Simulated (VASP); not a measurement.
The system is Nb.

```
CELL_PARAMETERS angstrom
3.03573 0.00000 0.00000
-1.51787 2.62902 0.00000
0.00000 0.00000 9.79084
ATOMIC_POSITIONS crystal
Nb 0.00000 0.00000 0.00000
Nb 0.00000 0.00000 0.50000
Nb 0.33333 0.66667 0.75000
Nb 0.66667 0.33333 0.25000
```

- Program: VASP 6.6.1
- Task: relaxation of cell and atoms
- Functional: PBEsol
- Potentials or basis: VASP PAW PBE potentials, release 64 (Nb_sv)
- Cutoff: 600 eV
- k mesh: 6 × 6 × 2
- Occupations: gaussian, width 0.1 eV
- Spin: no spin polarisation

At the start: pressure -12.0 GPa; volume 19.54 Å³/atom.

Task: How do energy, volume and symmetry change on relaxing?

Result: Over 12 steps the energy falls by 121.9 meV/atom and the volume is 17.86 Å³/atom (-8.6 %); space group P6_3/mmc (No. 194, to 0.05 Å).

The path:
```
step  energy change (eV)  largest force (eV/Å)  pressure (GPa)  volume (Å³)
   1              0.0000                0.0000          -11.99        78.14
   2              0.5280                0.0000           30.68        62.73
   3             -0.2506                0.0000           -0.16        72.24
   4             -0.2511                0.0000            0.37        72.02
   5             -0.2955                0.0000            0.28        71.92
   6             -0.4572                0.0000           -0.12        71.43
   7              0.0969                0.0000           10.86        69.59
   8             -0.4853                0.0000            0.49        71.21
   9             -0.4869                0.0000            0.82        71.12
  10             -0.4870                0.0000            0.72        71.15
  11             -0.4800                0.0000           -2.39        72.49
  12             -0.4877                0.0000           -0.03        71.46
```

Final structure:
```xyz
4
Lattice="2.8058 0.0000 0.0000 -1.4029 2.4299 0.0000 0.0000 0.0000 10.4810" Properties=species:S:1:pos:R:3 pbc="T T T"
Nb    0.0000    0.0000    0.0000
Nb    0.0000    0.0000    5.2405
Nb    0.0000    1.6199    7.8607
Nb    1.4029    0.8100    2.6202
```

Caveat: the k points lie up to 0.43 Å⁻¹ apart in the final cell; the PAW data sets were made with another functional, which shifts forces and pressure a little.
